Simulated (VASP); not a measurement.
Set up this calculation in VASP 6.6.1, as the native input.

* Task: single point
* Functional: r2SCAN
* Potentials or basis: VASP PAW PBE potentials, release 64 (B, N)
* Cutoff: 520 eV
* k mesh: 12 × 12 × 6
* Occupations: gaussian, width 0.05 eV
* Spin: no spin polarisation
* Dipole correction: no
* Further INCAR settings: ALGO = Normal; EDIFF = 1e-06; NBANDS = 16

BN:

```
B N
1.0
     2.54397    0.00000    0.00000
    -1.27198    2.20314    0.00000
     0.00000    0.00000    4.20774
B N
2 2
Direct
  0.66667 0.33333 0.99980
  0.33333 0.66667 0.49980
  0.69870 0.39741 0.63725
  0.36537 0.73074 0.13725
```

This cell differs from its parent crystal: all N atoms moved -0.150 Å, as atom 3 towards its neighbour atom 2 (B) at 1.561 Å.

These files were run (other wordings do the same):

POSCAR

```
BN
1.0
    2.5439665232      0.0000000000      0.0000000000
   -1.2719832616      2.2031396355      0.0000000000
    0.0000000000      0.0000000000      4.2077449317
B N
2 2
Direct
    0.6666666667      0.3333333333      0.9997995909
    0.3333333333      0.6666666667      0.4997995909
    0.6987042955      0.3974085910      0.6372530437
    0.3653709621      0.7307419243      0.1372530437
```

INCAR.step1

```
  PREC = Accurate
  ENCUT = 520
  ISMEAR = 0
  SIGMA = 0.05
  LREAL = False
  LASPH = True
  NELM = 60
  NBANDS = 16
  GGA = PE
  ALGO = Normal
  EDIFF = 1E-4
  LWAVE = True
  LCHARG = False
```

INCAR.step2

```
  PREC = Accurate
  ENCUT = 520
  EDIFF = 1E-6
  ISMEAR = 0
  SIGMA = 0.05
  LREAL = False
  LASPH = True
  NELM = 60
  ALGO = Normal
  ISIF = 2
  LWAVE = False
  LCHARG = False
  METAGGA = R2SCAN
  LMIXTAU = True
  NBANDS = 16
  ISTART = 1
```

KPOINTS

```
Automatic mesh
0
Gamma
  12 12 6
```

Potentials or basis: VASP PAW PBE potentials, release 64 (B, N).

Launch:

```sh
$ cat potpaw_PBE.64/B/POTCAR potpaw_PBE.64/N/POTCAR > POTCAR
$ cp INCAR.step1 INCAR
$ mpirun -np 1 vasp_std > vasp.out
$ cp INCAR.step2 INCAR
$ mpirun -np 1 vasp_std > vasp.out
```

It gave:

```
Pressure               : 6.6 GPa
Largest force          : 3.843 eV/Å
Band gap on the k mesh : 4.26 eV (least direct gap 7.87 eV)
```

Caveat: the cell differs from its parent crystal (all N atoms moved -0.150 Å, as atom 3 towards its neighbour atom 2 (B) at 1.561 Å); the stress differs along the axes, from 4 to 12 GPa; the PAW data sets were made with another functional, which shifts forces and pressure a little.

Wall time 3.2 min on 1 thread of Intel Xeon 8259CL (shared host), peak memory 0.2 GiB.
